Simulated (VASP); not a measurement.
Write the native input for VASP 6.6.1 that does the following.

| Property | Result |
| --- | --- |
| Task | relaxation of cell and atoms |
| Functional | LDA |
| Potentials or basis | VASP PAW LDA potentials, release 64 (Ag) |
| Cutoff | 500 eV |
| k mesh | 3 × 3 × 2 |
| Occupations | fermi-dirac, width 0.00861733 eV |
| Spin | no spin polarisation |
| Dipole correction | no |
| Further INCAR settings | ALGO = Normal; EDIFF = 1e-07; IBRION = 2; EDIFFG = -0.07; NSW = 30; ISIF = 3 |

The structure of Ag lies in POSCAR:

```
Ag
1.0
    2.9222991408      0.0000000000      0.0000000000
   -1.4611495704      2.5307852934      0.0000000000
    0.0000000000      0.0000000000      4.7016618100
Ag
2
Direct
    0.3333333333      0.6666666667      0.2500000000
    0.6666666667      0.3333333333      0.7500000000
```

This isn't the form of Ag at room conditions, which is fcc.

These files were run (other wordings do the same):

INCAR

```
PREC = Accurate ; ENCUT = 500
EDIFF = 1E-7 ; ISMEAR = -1
SIGMA = 0.008617333262145177 ; LREAL = False
LASPH = True ; NELM = 120
ALGO = Normal ; ISIF = 3
LWAVE = False ; LCHARG = False
IBRION = 2 ; NSW = 30
EDIFFG = -0.07 ; GGA_COMPAT = False
NELMIN = 4
```

KPOINTS

```
regular mesh
0
Gamma
  3 3 2
```

Potentials or basis: VASP PAW LDA potentials, release 64 (Ag).

Command:

```console
$ cat potpaw_LDA.64/Ag/POTCAR > POTCAR
$ mpirun -np 1 vasp_std > vasp.out
```

It gave:

The relaxed volume is 15.96 Å³/atom and the relaxed cell is a = 2.837 Å, b = 2.837 Å, c = 4.580 Å, α = 90.00°, β = 90.00°, γ = 120.00°. The space group after relaxing (to 0.1 Å) is P6_3/mmc (No. 194), the energy gained by relaxing is 47.2 meV/atom and the ionic steps are 3. The pressure after relaxing is -0.1 GPa and the band gap on the k mesh is zero (bands 11 and 12 overlap by 7.65 eV).

Caveat: the k points lie up to 0.85 Å⁻¹ apart in the final cell, too coarse for converged energies and pressures of a metal.

Wall time 13 s on 1 thread of AMD EPYC 7R43 64-Core Processor (Zen 3), with other jobs on the host, peak memory 0.1 GiB.
